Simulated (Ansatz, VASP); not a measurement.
Two plane-wave programs on Co4F

```
CELL_PARAMETERS angstrom
3.93599 0.00000 0.00000
0.00000 3.93599 0.00000
0.00000 0.00000 3.93599
ATOMIC_POSITIONS crystal
Co 0.50000 0.00000 0.00000
Co 0.00000 0.50000 0.00000
Co 0.00000 0.00000 0.50000
Co 0.50000 0.50000 0.50000
F 0.00000 0.00000 0.00000
```

Alike in both runs: functional PBE; k mesh 4 × 4 × 4; occupations gaussian, width 0.1 eV; collinear spin.

Ansatz relaxed the structure, and its values are those at the end. VASP's run is a single point on that final structure, the one shown.

|  | VASP | Ansatz |
| --- | --- | --- |
| version | VASP 6.6.1 | Ansatz 0.2.0 |
| potentials or method | VASP PAW PBE potentials, release 64 (Co, F), cutoff 520 eV | scalar-relativistic, plane waves, PAW |
| valence electrons in the cell | 43 | 75 |

VASP gave:

| Item | Value |
| --- | --- |
| gap on the k mesh at the Fermi level (eV) | none |
| pressure (GPa) | 0.5 |
| net moment per atom (μB) | 1.58 |
| size of the moment on the site where the two differ most (μB) | 1.99 |

Which values does Ansatz return?

gap on the k mesh at the Fermi level (eV): none; pressure (GPa): 0.3; net moment per atom (μB): 1.58; size of the moment on the site where the two differ most (μB): 1.92.

Site moments also hang on the region over which each program counts them. A gap of «none» marks a metal or a gap that the smearing closes. VASP's potentials hold 43 valence electrons a cell and Ansatz's 75, so a difference there can come from the potentials and not from the codes.

The k mesh is coarse, so the values compare programs but aren't converged.
